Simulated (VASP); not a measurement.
Write the native input for VASP 6.6.1 that does the following.

| Property | Result |
| --- | --- |
| Task | single point |
| Functional | r2SCAN |
| Potentials or basis | VASP PAW PBE potentials, release 64 (Zn, Se) |
| Cutoff | 520 eV |
| k mesh | 7 × 7 × 7 |
| Occupations | fermi-dirac, width 0.05 eV |
| Spin | no spin polarisation |
| Dipole correction | no |
| Further INCAR settings | ALGO = Normal; EDIFF = 1e-06; NBANDS = 16 |

ZnSe:

```xyz
2
Lattice="0.0000 2.8167 2.8167 2.8167 0.0000 2.8167 2.8167 2.8167 0.0000" Properties=species:S:1:pos:R:3 pbc="T T T"
Zn    0.0000    0.0000    0.0000
Se    1.4083    1.4083    1.4083
```

One way to write it, as run:

POSCAR

```
ZnSe
1.0
    0.0000000000      2.8166860000      2.8166860000
    2.8166860000      0.0000000000      2.8166860000
    2.8166860000      2.8166860000      0.0000000000
Zn Se
1 1
Direct
    0.0000000000      0.0000000000      0.0000000000
    0.2500000000      0.2500000000      0.2500000000
```

INCAR.step1

```
SYSTEM = ZnSe
PREC = Accurate
ENCUT = 520
ISMEAR = -1
SIGMA = 0.05
LREAL = .FALSE.
LASPH = .TRUE.
NELM = 80
NBANDS = 16
GGA = PE
ALGO = Normal
EDIFF = 1E-4
LWAVE = .TRUE.
LCHARG = .FALSE.
```

INCAR.step2

```
SYSTEM = ZnSe
PREC = Accurate
ENCUT = 520
EDIFF = 1E-6
ISMEAR = -1
SIGMA = 0.05
LREAL = .FALSE.
LASPH = .TRUE.
NELM = 80
ALGO = Normal
ISIF = 2
LWAVE = .FALSE.
LCHARG = .TRUE.
METAGGA = R2SCAN
LMIXTAU = .TRUE.
LELF = .TRUE.
LVHAR = .TRUE.
NBANDS = 16
ISTART = 1
```

KPOINTS

```
Automatic mesh
0
G
  7 7 7
  0 0 0
```

Potentials or basis: VASP PAW PBE potentials, release 64 (Zn, Se).

Command:

```sh
$ cat potpaw_PBE.64/Zn/POTCAR potpaw_PBE.64/Se/POTCAR > POTCAR
$ cp INCAR.step1 INCAR
$ mpirun -np 1 vasp_std > vasp.out
$ cp INCAR.step2 INCAR
$ mpirun -np 1 vasp_std > vasp.out
```

Results of the run:

```json
{"Pressure": "1.3 GPa", "Band gap on the k mesh": "1.95 eV, direct"}
```

Caveat: the PAW data sets were made with another functional, which shifts forces and pressure a little.

Wall time 65 s on 1 thread of Intel(R) Xeon(R) Platinum 8259CL CPU @ 2.50GHz (Skylake/Cascade Lake), on a shared host, peak memory 0.17 GiB.
